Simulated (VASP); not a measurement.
Runs of VASP 6.6.1 on K. The structure is that of space group P6/mmm (No. 191), or close to it. The cells are those of the table. This isn't the form of K at room conditions, which is bcc.

| cell | k mesh | further INCAR settings | gap on the mesh (eV) | pressure (GPa) |
| --- | --- | --- | --- | --- |
| a = 7.318, b = 7.318, c = 4.377 Å, angles 90.0, 90.0, 120.0°, 3 atoms | 6 × 6 × 10 | ALGO = Fast; EDIFF = 1e-06; NBANDS = 20 | none | (b) |
| a = 7.552, b = 7.552, c = 4.517 Å, angles 90.0, 90.0, 120.0°, 3 atoms | 6 × 6 × 10 | ALGO = Fast; EDIFF = 1e-06; NBANDS = 20 | none | 0.0 |
| a = 7.237, b = 7.237, c = 4.329 Å, angles 90.0, 90.0, 120.0°, 3 atoms | 6 × 6 × 10 | ALGO = Fast; EDIFF = 1e-06; NBANDS = 20 | none | 0.5 |
| a = 7.700, b = 7.700, c = 4.606 Å, angles 90.0, 90.0, 120.0°, 3 atoms | 6 × 6 × 10 | ALGO = Fast; EDIFF = 1e-06; NBANDS = 20 | none | -0.2 |
| a = 7.627, b = 7.627, c = 4.562 Å, angles 90.0, 90.0, 120.0°, 3 atoms | 6 × 6 × 10 | ALGO = Fast; EDIFF = 1e-07; NBANDS = 20 | none | -0.1 |
| a = 7.476, b = 7.476, c = 4.471 Å, angles 90.0, 90.0, 120.0°, 3 atoms | 6 × 6 × 10 | ALGO = Fast; EDIFF = 1e-06; NBANDS = 20 | none | (a) |
| a = 7.559, b = 7.559, c = 4.445 Å, angles 90.0, 90.0, 120.0°, 3 atoms | 6 × 6 × 4 | ALGO = Fast; EDIFF = 1e-07; NBANDS = 20 | none | 0.0 |
| a = 7.398, b = 7.398, c = 4.425 Å, angles 90.0, 90.0, 120.0°, 3 atoms | 6 × 6 × 10 | ALGO = Fast; EDIFF = 1e-06; NBANDS = 20 | none | 0.2 |
| a = 7.796, b = 7.796, c = 4.663 Å, angles 90.0, 90.0, 120.0°, 3 atoms | 6 × 6 × 10 | ALGO = Fast; EDIFF = 1e-06; NBANDS = 20 | none | -0.3 |

Alike in all rows: task single point; level PBE; potentials or basis VASP PAW PBE potentials, release 64 (K_sv); no spin polarisation; cutoff (eV) 520; smearing gaussian 0.1 eV.

Q: Fill in the values left out.

A: (a) 0.1; (b) 0.4.

A gap of «none» marks levels without a gap at the run's occupations.
